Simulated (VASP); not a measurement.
# SrO (I4/mmm) in VASP: a series of runs

The runs below take SrO through single point, with LDA.

Everything below comes from runs of VASP 6.6.1. Logs are shortened: lines on timing, memory, paths and dates and some standing lists are left out, and cuts for length are marked.

## 1. The cell of the first run

Symmetry: I4/mmm, No. 139, tetragonal system. Conventional cell: a = 3.634 Å, b = 3.634 Å, c = 5.191 Å, α = 90.00°, β = 90.00°, γ = 90.00°. Within 3.4 Å of Sr (site symmetry 4/mmm) lie 6 O at 2.57 to 2.60 Å. Within 3.4 Å of O (site symmetry 4/mmm) lie 6 Sr at 2.57 to 2.60 Å.

## 2. Single point, LDA (zz strain of +1 %)

The input, INCAR:

```
SYSTEM = SrO
ALGO = Normal
EDIFF = 1E-7
ENCUT = 520
ISIF = 2
ISMEAR = -1
LASPH = .TRUE.
LCHARG = .FALSE.
LREAL = .FALSE.
LWAVE = .FALSE.
NBANDS = 15
NELM = 100
PREC = Accurate
SIGMA = 0.02
```

The input, KPOINTS:

```
k-points
0
G
  8 8 8
  0 0 0
```

The input, POSCAR:

```
SrO
1.0
    0.0000000000      2.5698000000      2.5954980000
    2.5698000000      0.0000000000      2.5954980000
    2.5698000000      2.5698000000      0.0000000000
Sr O
1 1
Direct
    0.0000000000      0.0000000000      0.0000000000
    0.5000000000      0.5000000000      0.5000000000
```

Potentials or basis: VASP PAW LDA potentials, release 64 (Sr_sv, O).

Launch:

```bash
$ cat potpaw_LDA.64/Sr_sv/POTCAR potpaw_LDA.64/O/POTCAR > POTCAR
$ mpirun -np 1 vasp_std > vasp.out
```

OUTCAR:

```text
SYSTEM = SrO
   EDIFF = 1E-7
   ENCUT = 520
   ISIF = 2
   ISMEAR = -1
   LASPH = .TRUE.
   LREAL = .FALSE.
   NELM = 100
   PREC = Accurate

 ion  position               nearest neighbor table
   1  0.000  0.000  0.000-   2 2.57   2 2.57   2 2.57   2 2.57   2 2.60   2 2.60
   2  0.500  0.500  0.500-   1 2.57   1 2.57   1 2.57   1 2.57   1 2.60   1 2.60

  LATTYP: Found a body centered tetragonal cell.
 ALAT       =     3.6342460126
 C/A-ratio  =     1.4283556980

  Lattice vectors:

 A1 = (  -2.5698000000,   0.0000000000,   2.5954980000)
 A2 = (   2.5698000000,   0.0000000000,   2.5954980000)
 A3 = (   0.0000000000,   2.5698000000,  -2.5954980000)

Analysis of symmetry for initial positions (statically):
=====================================================================
 Subroutine PRICEL returns:
 Original cell was already a primitive cell.

 Routine SETGRP: Setting up the symmetry group for a
 body centered tetragonal supercell.

 Subroutine GETGRP returns: Found 16 space group operations
 (whereof 16 operations were pure point group operations)
 out of a pool of 16 trial point group operations.

The static configuration has the point symmetry D_4h.

Analysis of symmetry for dynamics (positions and initial velocities):
=====================================================================
 Subroutine PRICEL returns:
 Original cell was already a primitive cell.

 Routine SETGRP: Setting up the symmetry group for a
 body centered tetragonal supercell.

 Subroutine GETGRP returns: Found 16 space group operations
 (whereof 16 operations were pure point group operations)
 out of a pool of 16 trial point group operations.

The dynamic configuration has the point symmetry D_4h.

 Subroutine INISYM returns: Found 16 space group operations
 (whereof 16 operations are pure point group operations),
 and found     1 'primitive' translations

----------------------------------------------------------------------------------------

                                     Primitive cell

  volume of cell :      34.2807

  direct lattice vectors                    reciprocal lattice vectors
     0.000000000  2.569800000  2.595498000    -0.194567671  0.194567671  0.192641258
     2.569800000  0.000000000  2.595498000     0.194567671 -0.194567671  0.192641258
     2.569800000  2.569800000  0.000000000     0.194567671  0.194567671 -0.192641258

  length of vectors
     3.652462444  3.652462444  3.634246013     0.335892559  0.335892559  0.335892559

  position of ions in fractional coordinates (direct lattice)
     0.000000000  0.000000000  0.000000000
     0.500000000  0.500000000  0.500000000

  ion indices of the primitive-cell ions
   primitive index   ion index
                 1           1
                 2           2

----------------------------------------------------------------------------------------

 KPOINTS: k-points

Automatic generation of k-mesh.
 Grid dimensions read from file:
 generate k-points for:    8    8    8

 Generating k-lattice:

  Cartesian coordinates                     Fractional coordinates (reciprocal lattice)
    -0.024320959  0.024320959  0.024080157     0.125000000  0.000000000  0.000000000
     0.024320959 -0.024320959  0.024080157     0.000000000  0.125000000  0.000000000
     0.024320959  0.024320959 -0.024080157     0.000000000  0.000000000  0.125000000

  Length of vectors
     0.041986570  0.041986570  0.041986570

  Shift w.r.t. Gamma in fractional coordinates (k-lattice)
     0.000000000  0.000000000  0.000000000

 Subroutine IBZKPT returns following result:
 ===========================================

 Found     59 irreducible k-points:

 Following reciprocal coordinates:
            Coordinates               Weight
  0.000000  0.000000  0.000000      1.000000
  0.125000 -0.000000  0.000000      8.000000
  0.250000 -0.000000  0.000000      8.000000
  0.375000 -0.000000  0.000000      8.000000
  0.500000 -0.000000  0.000000      4.000000
  0.125000  0.125000  0.000000      2.000000
[... 16 lines left out ...]
  0.250000 -0.000000  0.125000     16.000000
  0.375000  0.000000  0.125000     16.000000
 [... further k-points ...]
   k-points           NKPTS =     59   k-points in BZ     NKDIM =     59   number of bands    NBANDS=     15
   number of dos      NEDOS =    301   number of ions     NIONS =      2
   total plane-waves  NPLWV =  21952
   dimension x,y,z NGX =    28 NGY =   28 NGZ =   28
   dimension x,y,z NGXF=    56 NGYF=   56 NGZF=   56
   ions per type =               1   1
   NGX,Y,Z   is equivalent  to a cutoff of  12.74, 12.74, 12.81 a.u.
   NGXF,Y,Z  is equivalent  to a cutoff of  25.49, 25.49, 25.62 a.u.
 SYSTEM =  SrO
   PREC   = accura    normal or accurate (medium, high low for compatibility)
   ISTART =      0    job   : 0-new  1-cont  2-samecut
   ICHARG =      2    charge: 1-file 2-atom 10-const
   ISPIN  =      1    spin polarized calculation?
   LNONCOLLINEAR =      F non collinear calculations
   LSORBIT =      F    spin-orbit coupling
   LASPH  =      T    aspherical Exc in radial PAW
   ENCUT  =  520.0 eV  38.22 Ry    6.18 a.u.   6.79  6.79  6.76*2*pi/ulx,y,z
   NELM   =    100;   NELMIN=  2; NELMDL= -5     # of ELM steps
   EDIFF  = 0.1E-06   stopping-criterion for ELM
   LREAL  =      F    real-space projection
   EDIFFG = 0.1E-05   stopping-criterion for IOM
   NSW    =      0    number of steps for IOM
   IBRION =     -1    ionic relax: 0-MD 1-quasi-New 2-CG
   NFREE  =      0    steps in history (QN), initial steepest desc. (CG)
   ISIF   =      2    stress and relaxation
   ISYM   =      2    0-nonsym 1-usesym 2-fastsym
   POTIM  = 0.5000    time-step for ionic-motion
   TEBEG  =    0.0;   TEEND  =   0.0 temperature during run
   PSTRESS=    0.0 pullay stress
   NELECT =      16.0000    total number of electrons
   NUPDOWN=      -1.0000    fix difference up-down
   EMIN   =  10.00;   EMAX   =-10.00  energy-range for DOS
   EFERMI =   0.00;   METHOD = LEGACY
   ISMEAR =    -1;   SIGMA  =   0.02  broadening in eV -4-tet -1-fermi 0-gaus
   EFERMI_NEDOS =   21; number of points for ismear=-14 and -15
   IALGO  =     38    algorithm
   IMIX   =      4    mixing-type and parameters
     AMIX     =   0.40;   BMIX     =  1.00
     AMIX_MAG =   1.60;   BMIX_MAG =  1.00
  volume/ion in A,a.u.               =      17.14       115.67
  Fermi-wavevector in a.u.,A,eV,Ry     =   1.269887  2.399738 21.940928  1.612613
  Thomas-Fermi vector in A             =   2.402904
   LORBIT       =      0    0 simple, 1 ext, 2 COOP (PROOUT), +10 PAW based schemes
   GGA     = CA    functional components
   LHFCALC =     F    Hartree Fock is set to
   AEXX    =    0.0000 exact exchange contribution
   IVDW    =     0    specifies the selected vdW correction
   LEPSILON=     F    determine dielectric tensor
   LRPA    =     F    only Hartree local field effects (RPA)
 non-spin polarized calculation
  energy-cutoff  :      520.00
  volume of cell :       34.28
 maximum number of plane-waves:       941
   NGX = 13   NGY = 13   NGZ = 13

 number of electron      15.9999998 magnetization

 Free energy of the ion-electron system (eV)
  ---------------------------------------------------
  ext. energy  EPLUGINS =         0.00000000
  ---------------------------------------------------
  free energy    TOTEN  =       -13.36589248 eV

  energy without entropy =      -13.36589248  energy(sigma->0) =      -13.36589248

 E-fermi :   1.8223     XC(G=0): -10.4871

 val. band max:        1.3137127296   @ k =   0.0000   0.0000   0.0000
 cond. band min:       4.3962520797   @ k =   0.5000   0.0000   0.5000
 fundamental gap:      3.0825393501
 Fermi energy:         1.8223180261

 k-point     1 :       0.0000    0.0000    0.0000
  band No.  band energies     occupation
      1     -30.8111      2.00000
      2     -13.4476      2.00000
      3     -12.5506      2.00000
      4     -12.5448      2.00000
      5     -12.5448      2.00000
      6       1.2783      2.00000
      7       1.3137      2.00000
      8       1.3137      2.00000
      9       5.0399      0.00000
     10       7.3373      0.00000
     11       7.4142      0.00000
     12       7.4142      0.00000
     13       9.5285      0.00000
     14       9.6599      0.00000
     15      13.7056      0.00000

 k-point     2 :       0.1250   -0.0000    0.0000
  band No.  band energies     occupation
      1     -30.7910      2.00000
      2     -13.8628      2.00000
      3     -12.5627      2.00000
      4     -12.5561      2.00000
      5     -12.1789      2.00000
      6       0.8296      2.00000
      7       1.0941      2.00000
      8       1.1129      2.00000
      9       5.7478      0.00000
     10       7.2279      0.00000
     11       7.6756      0.00000
     12       7.7187      0.00000
     13       9.9341      0.00000
     14      10.0698      0.00000
     15      14.7180      0.00000

 k-point     3 :       0.2500   -0.0000    0.0000
  band No.  band energies     occupation
      1     -30.7419      2.00000
      2     -14.4663      2.00000
      3     -12.5958      2.00000
      4     -12.5829      2.00000
      5     -11.6913      2.00000
      6      -0.0159      2.00000
      7       0.6695      2.00000
      8       0.6801      2.00000
      9       7.1312      0.00000
     10       7.3078      0.00000
     11       8.5191      0.00000
     12       8.5476      0.00000
     13      10.9499      0.00000
     14      11.0913      0.00000
     15      16.7567      0.00000
[... 343 lines left out ...]
 k-point    23 :       0.2500   -0.0000    0.1250
  band No.  band energies     occupation
      1     -30.7448      2.00000
      2     -14.3082      2.00000
      3     -12.6574      2.00000
      4     -12.6340      2.00000
      5     -11.8028      2.00000
      6       0.0132      2.00000
      7       0.8998      2.00000
      8       1.0065      2.00000
      9       6.4133      0.00000
     10       6.8191      0.00000
     11       8.7521      0.00000
     12       8.8874      0.00000
     13      10.3877      0.00000
     14      11.3041      0.00000
     15      16.7663      0.00000

 k-point    24 :       0.3750    0.0000    0.1250
  band No.  band energies     occupation
      1     -30.6954      2.00000
      2     -14.7164      2.00000
      3     -12.6901      2.00000
      4     -12.6744      2.00000
      5     -11.5594      2.00000
      6      -0.3858      2.00000
      7       0.4329      2.00000
      8       0.6192      2.00000
      9       6.7647      0.00000
     10       8.1264      0.00000
     11       9.6675      0.00000
     12       9.8386      0.00000
     13      11.6436      0.00000
     14      12.2255      0.00000
     15      16.8191      0.00000

 [... further k-points ...]
[... 5 lines left out ...]
  --------------------------------------------------------------------------------------
  -------------------------------------------------------------------------------------
  Total       -0.8419655     -0.8419655     -1.0952863      0.0000000      0.0000000     -0.0000000
  in kB      -39.3509763    -39.3509763    -51.1904435      0.0000000      0.0000000     -0.0000000
  external PRESSURE =     -43.2974654 kB  Pullay stress =       0.0000000 kB

 VOLUME and BASIS-vectors are now :
 -----------------------------------------------------------------------------
  energy-cutoff  :      520.00
  volume of cell :       34.28
      direct lattice vectors                 reciprocal lattice vectors
     0.000000000  2.569800000  2.595498000    -0.194567671  0.194567671  0.192641258
     2.569800000  0.000000000  2.595498000     0.194567671 -0.194567671  0.192641258
     2.569800000  2.569800000  0.000000000     0.194567671  0.194567671 -0.192641258

 POSITION                                       TOTAL-FORCE (eV/Angst)
 -----------------------------------------------------------------------------------
      0.00000      0.00000      0.00000        -0.000000      0.000000     -0.000000
      2.56980      2.56980      2.59550         0.000000     -0.000000      0.000000
 -----------------------------------------------------------------------------------
    total drift:                                0.000000      0.000000      0.000000

  FREE ENERGIE OF THE ION-ELECTRON SYSTEM (eV)
  ---------------------------------------------------
  free  energy   TOTEN  =       -13.3658924776 eV

  energy  without entropy=      -13.3658924776  energy(sigma->0) =      -13.36589248
```

Run time: 14 s. Hardware: 1 thread of AMD EPYC 9R45 (Zen 5), shared host; peak memory 0.13 GiB.

What came out:

```yaml
Free_energy: -13.3659 eV
Pressure: -4.3 GPa
Band_gap_on_the_k_mesh: 3.08 eV (least direct gap 3.17 eV)
```

Stress tensor (GPa, compression positive):
```
-3.94  0.00  0.00
 0.00 -3.94  0.00
 0.00  0.00 -5.12
```

Caveat: the cell differs from its parent crystal (zz strain of +1 %); the cell stands under tension. A k mesh can miss the band edges.

[end of part 1 of 2]
